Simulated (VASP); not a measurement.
# AlNi3 (Pm-3m) in VASP: settings compared

AlNi3 is run at these levels: PBEsol, revPBE, PBE+U, PBE+D3(BJ); tasks: single point.

Program: VASP 6.6.1. These are calculated values, not measurements. Logs are shortened: lines on timing, memory, paths and dates and some standing lists are left out, and cuts for length are marked.

### 1 The cell of the first run

Symmetry: Pm-3m, No. 221, cubic system. The conventional cell has a = 3.523 Å, b = 3.523 Å, c = 3.523 Å, α = 90.00°, β = 90.00°, γ = 90.00°. Within 3.3 Å of Al (site symmetry m-3m) lie 12 Ni at 2.49 Å. Within 3.3 Å of Ni (site symmetry 4/mmm) lie 4 Al at 2.49 Å and 8 Ni at 2.49 Å.

### 2 Single point, PBEsol

Input file INCAR:

```
ALGO = Fast
EDIFF = 1E-7
ENCUT = 520
GGA = PS
ISIF = 2
ISMEAR = 0
LASPH = T
LCHARG = F
LREAL = F
LWAVE = F
NBANDS = 24
NELM = 100
PREC = Accurate
SIGMA = 0.1
```

Input file KPOINTS:

```
k-points
0
Gamma
  4 4 4
```

Input file POSCAR:

```
AlNi3
1.0
    3.5230547267      0.0000000000      0.0000000000
    0.0000000000      3.5230547267      0.0000000000
    0.0000000000      0.0000000000      3.5230547267
Al Ni
1 3
Direct
    0.0000000000      0.0000000000      0.0000000000
    0.0000000000      0.5000000000      0.5000000000
    0.5000000000      0.0000000000      0.5000000000
    0.5000000000      0.5000000000      0.0000000000
```

Potentials or basis: VASP PAW PBE potentials, release 64 (Al, Ni).

Launch:

```sh
cat potpaw_PBE.64/Al/POTCAR potpaw_PBE.64/Ni/POTCAR > POTCAR
mpirun -np 1 vasp_std > vasp.out
```

OUTCAR:

```text
EDIFF = 1E-7
   ENCUT = 520
   GGA = PS
   ISIF = 2
   ISMEAR = 0
   LASPH = T
   LREAL = F
   NELM = 100
   PREC = Accurate

 ion  position               nearest neighbor table
   1  0.000  0.000  0.000-   2 2.49   3 2.49   4 2.49   2 2.49   3 2.49   2 2.49   4 2.49   2 2.49
                             3 2.49   4 2.49   3 2.49   4 2.49
   2  0.000  0.500  0.500-   1 2.49   3 2.49   4 2.49   1 2.49   4 2.49   1 2.49   3 2.49   1 2.49
                             3 2.49   4 2.49   4 2.49   3 2.49
   3  0.500  0.000  0.500-   1 2.49   2 2.49   4 2.49   1 2.49   4 2.49   2 2.49   4 2.49   4 2.49
                             1 2.49   2 2.49   1 2.49   2 2.49
   4  0.500  0.500  0.000-   1 2.49   2 2.49   3 2.49   2 2.49   3 2.49   1 2.49   3 2.49   3 2.49
                             1 2.49   2 2.49   2 2.49   1 2.49

  LATTYP: Found a simple cubic cell.
 ALAT       =     3.5230547267

  Lattice vectors:

 A1 = (   3.5230547267,   0.0000000000,   0.0000000000)
 A2 = (   0.0000000000,   3.5230547267,   0.0000000000)
 A3 = (   0.0000000000,   0.0000000000,   3.5230547267)

Analysis of symmetry for initial positions (statically):
=====================================================================
 Subroutine PRICEL returns:
 Original cell was already a primitive cell.

 Routine SETGRP: Setting up the symmetry group for a
 simple cubic supercell.

 Subroutine GETGRP returns: Found 48 space group operations
 (whereof 48 operations were pure point group operations)
 out of a pool of 48 trial point group operations.

The static configuration has the point symmetry O_h .

Analysis of symmetry for dynamics (positions and initial velocities):
=====================================================================
 Subroutine PRICEL returns:
 Original cell was already a primitive cell.

 Routine SETGRP: Setting up the symmetry group for a
 simple cubic supercell.

 Subroutine GETGRP returns: Found 48 space group operations
 (whereof 48 operations were pure point group operations)
 out of a pool of 48 trial point group operations.

The dynamic configuration has the point symmetry O_h .

 Subroutine INISYM returns: Found 48 space group operations
 (whereof 48 operations are pure point group operations),
 and found     1 'primitive' translations

----------------------------------------------------------------------------------------

                                     Primitive cell

  volume of cell :      43.7279

  direct lattice vectors                    reciprocal lattice vectors
     3.523054727  0.000000000  0.000000000     0.283844583  0.000000000  0.000000000
     0.000000000  3.523054727  0.000000000     0.000000000  0.283844583  0.000000000
     0.000000000  0.000000000  3.523054727     0.000000000  0.000000000  0.283844583

  length of vectors
     3.523054727  3.523054727  3.523054727     0.283844583  0.283844583  0.283844583

  position of ions in fractional coordinates (direct lattice)
     0.000000000  0.000000000  0.000000000
     0.000000000  0.500000000  0.500000000
     0.500000000  0.000000000  0.500000000
     0.500000000  0.500000000  0.000000000

  ion indices of the primitive-cell ions
   primitive index   ion index
                 1           1
                 2           2
                 3           3
                 4           4

----------------------------------------------------------------------------------------

 KPOINTS: k-points

Automatic generation of k-mesh.
 Grid dimensions read from file:
 generate k-points for:    4    4    4

 Generating k-lattice:

  Cartesian coordinates                     Fractional coordinates (reciprocal lattice)
     0.070961146  0.000000000  0.000000000     0.250000000  0.000000000  0.000000000
     0.000000000  0.070961146  0.000000000     0.000000000  0.250000000  0.000000000
     0.000000000  0.000000000  0.070961146     0.000000000  0.000000000  0.250000000

  Length of vectors
     0.070961146  0.070961146  0.070961146

  Shift w.r.t. Gamma in fractional coordinates (k-lattice)
     0.000000000  0.000000000  0.000000000

 Subroutine IBZKPT returns following result:
 ===========================================

 Found     10 irreducible k-points:

 Following reciprocal coordinates:
            Coordinates               Weight
  0.000000  0.000000  0.000000      1.000000
  0.250000  0.000000  0.000000      6.000000
  0.500000  0.000000  0.000000      3.000000
  0.250000  0.250000  0.000000     12.000000
  0.500000  0.250000  0.000000     12.000000
  0.500000  0.500000  0.000000      3.000000
  0.250000  0.250000  0.250000      8.000000
  0.500000  0.250000  0.250000     12.000000
  0.500000  0.500000  0.250000      6.000000
  0.500000  0.500000  0.500000      1.000000
   k-points           NKPTS =     10   k-points in BZ     NKDIM =     10   number of bands    NBANDS=     24
   number of dos      NEDOS =    301   number of ions     NIONS =      4
   total plane-waves  NPLWV =  21952
   dimension x,y,z NGX =    28 NGY =   28 NGZ =   28
   dimension x,y,z NGXF=    56 NGYF=   56 NGZF=   56
   ions per type =               1   3
   NGX,Y,Z   is equivalent  to a cutoff of  13.21, 13.21, 13.21 a.u.
   NGXF,Y,Z  is equivalent  to a cutoff of  26.43, 26.43, 26.43 a.u.
 SYSTEM =  unknown system
   PREC   = accura    normal or accurate (medium, high low for compatibility)
   ISTART =      0    job   : 0-new  1-cont  2-samecut
   ICHARG =      2    charge: 1-file 2-atom 10-const
   ISPIN  =      1    spin polarized calculation?
   LNONCOLLINEAR =      F non collinear calculations
   LSORBIT =      F    spin-orbit coupling
   LASPH  =      T    aspherical Exc in radial PAW
   ENCUT  =  520.0 eV  38.22 Ry    6.18 a.u.   6.55  6.55  6.55*2*pi/ulx,y,z
   NELM   =    100;   NELMIN=  2; NELMDL= -5     # of ELM steps
   EDIFF  = 0.1E-06   stopping-criterion for ELM
   LREAL  =      F    real-space projection
   EDIFFG = 0.1E-05   stopping-criterion for IOM
   NSW    =      0    number of steps for IOM
   IBRION =     -1    ionic relax: 0-MD 1-quasi-New 2-CG
   NFREE  =      0    steps in history (QN), initial steepest desc. (CG)
   ISIF   =      2    stress and relaxation
   ISYM   =      2    0-nonsym 1-usesym 2-fastsym
   POTIM  = 0.5000    time-step for ionic-motion
   TEBEG  =    0.0;   TEEND  =   0.0 temperature during run
   PSTRESS=    0.0 pullay stress
   NELECT =      33.0000    total number of electrons
   NUPDOWN=      -1.0000    fix difference up-down
   EMIN   =  10.00;   EMAX   =-10.00  energy-range for DOS
   EFERMI =   0.00;   METHOD = LEGACY
   ISMEAR =     0;   SIGMA  =   0.10  broadening in eV -4-tet -1-fermi 0-gaus
   EFERMI_NEDOS =   21; number of points for ismear=-14 and -15
   IALGO  =     68    algorithm
   IMIX   =      4    mixing-type and parameters
     AMIX     =   0.40;   BMIX     =  1.00
     AMIX_MAG =   1.60;   BMIX_MAG =  1.00
  volume/ion in A,a.u.               =      10.93        73.77
  Fermi-wavevector in a.u.,A,eV,Ry     =   1.490482  2.816603 30.225843  2.221537
  Thomas-Fermi vector in A             =   2.603258
   LORBIT       =      0    0 simple, 1 ext, 2 COOP (PROOUT), +10 PAW based schemes
   GGA     = PS    functional components
   LHFCALC =     F    Hartree Fock is set to
   AEXX    =    0.0000 exact exchange contribution
   IVDW    =     0    specifies the selected vdW correction
   LEPSILON=     F    determine dielectric tensor
   LRPA    =     F    only Hartree local field effects (RPA)
 non-spin polarized calculation
 RMM-DIIS sequential band-by-band and
 Gauss-broadening in eV      SIGMA  =   0.10
  energy-cutoff  :      520.00
  volume of cell :       43.73
 maximum number of plane-waves:      1208
 NGX is ok and might be reduce to    28
   NGX = 13   NGY = 13   NGZ = 13

 number of electron      32.9999981 magnetization

 Free energy of the ion-electron system (eV)
  ---------------------------------------------------
  ext. energy  EPLUGINS =         0.00000000
  ---------------------------------------------------
  free energy    TOTEN  =       -24.37141547 eV

  energy without entropy =      -24.35081117  energy(sigma->0) =      -24.36111332

 E-fermi :   9.8008     XC(G=0): -13.0016

 val. band max:        9.7965934077   @ k =   0.2500   0.2500   0.2500
 cond. band min:       9.8402624582   @ k =   0.2500   0.2500   0.0000
 fundamental gap:      0.0436690506
 Fermi energy:         9.8007870733

 k-point     1 :       0.0000    0.0000    0.0000
  band No.  band energies     occupation
      1      -0.4204      2.00000
      2       5.3495      2.00000
      3       6.0648      2.00000
      4       6.0648      2.00000
      5       6.4983      2.00000
      6       6.4983      2.00000
[... 16 lines left out ...]
     23      22.2351      0.00000
     24      22.2351      0.00000

 k-point     2 :       0.2500    0.0000    0.0000
  band No.  band energies     occupation
      1       0.3494      2.00000
      2       5.0970      2.00000
      3       5.8514      2.00000
      4       6.5327      2.00000
      5       6.6058      2.00000
      6       6.6058      2.00000
[... 16 lines left out ...]
     23      19.2428      0.00000
     24      19.9217      0.00000

 k-point     3 :       0.5000    0.0000    0.0000
  band No.  band energies     occupation
      1       2.1686      2.00000
      2       2.9175      2.00000
      3       6.2271      2.00000
      4       6.7403      2.00000
      5       6.7403      2.00000
      6       6.9109      2.00000
[... 16 lines left out ...]
     23      17.7910      0.00000
     24      18.7442      0.00000
[... 136 lines left out ...]
 k-point     9 :       0.5000    0.5000    0.2500
  band No.  band energies     occupation
      1       4.0498      2.00000
      2       5.2144      2.00000
      3       5.2144      2.00000
      4       6.0109      2.00000
      5       7.0277      2.00000
      6       7.2483      2.00000
[... 16 lines left out ...]
     23      16.4145      0.00000
     24      23.2107      0.00000

 k-point    10 :       0.5000    0.5000    0.5000
  band No.  band energies     occupation
      1       4.0242      2.00000
      2       5.7819      2.00000
      3       5.7819      2.00000
      4       5.7819      2.00000
      5       7.6522      2.00000
      6       7.6522      2.00000
[... 16 lines left out ...]
     23      14.0394      0.00000
     24      28.2461      0.00000

------------------------ aborting loop because EDIFF is reached ----------------------------------------

  FORCE on cell =-STRESS in cart. coord.  units (eV):
  Direction    XX          YY          ZZ          XY          YZ          ZX
  --------------------------------------------------------------------------------------
  -------------------------------------------------------------------------------------
  Total       -0.2881176     -0.2881176     -0.2881176      0.0000000      0.0000000     -0.0000000
  in kB      -10.5565551    -10.5565551    -10.5565551      0.0000000      0.0000000     -0.0000000
  external PRESSURE =     -10.5565551 kB  Pullay stress =       0.0000000 kB

 VOLUME and BASIS-vectors are now :
 -----------------------------------------------------------------------------
  energy-cutoff  :      520.00
  volume of cell :       43.73
      direct lattice vectors                 reciprocal lattice vectors
     3.523054727  0.000000000  0.000000000     0.283844583  0.000000000  0.000000000
     0.000000000  3.523054727  0.000000000     0.000000000  0.283844583  0.000000000
     0.000000000  0.000000000  3.523054727     0.000000000  0.000000000  0.283844583

 POSITION                                       TOTAL-FORCE (eV/Angst)
 -----------------------------------------------------------------------------------
      0.00000      0.00000      0.00000         0.000000      0.000000      0.000000
      0.00000      1.76153      1.76153         0.000000      0.000000      0.000000
      1.76153      0.00000      1.76153         0.000000      0.000000      0.000000
      1.76153      1.76153      0.00000         0.000000      0.000000      0.000000
 -----------------------------------------------------------------------------------
    total drift:                                0.000000      0.000000      0.000000

  FREE ENERGIE OF THE ION-ELECTRON SYSTEM (eV)
  ---------------------------------------------------
  free  energy   TOTEN  =       -24.3714154689 eV

  energy  without entropy=      -24.3508111653  energy(sigma->0) =      -24.36111332
```

It took 9.7 s on 1 thread of Intel Xeon Platinum 8488C (Sapphire Rapids), shared host; peak memory 0.15 GiB.

What came out:

```
Free energy : -24.3714 eV
Pressure    : -1.1 GPa
```

Caveat: the k points lie up to 0.45 Å⁻¹ apart; the PAW data sets were made with another functional, which shifts forces and pressure a little. Spin polarisation is off, so any magnetic state and its effect on volume and gap are missing.

[end of part 1 of 2]
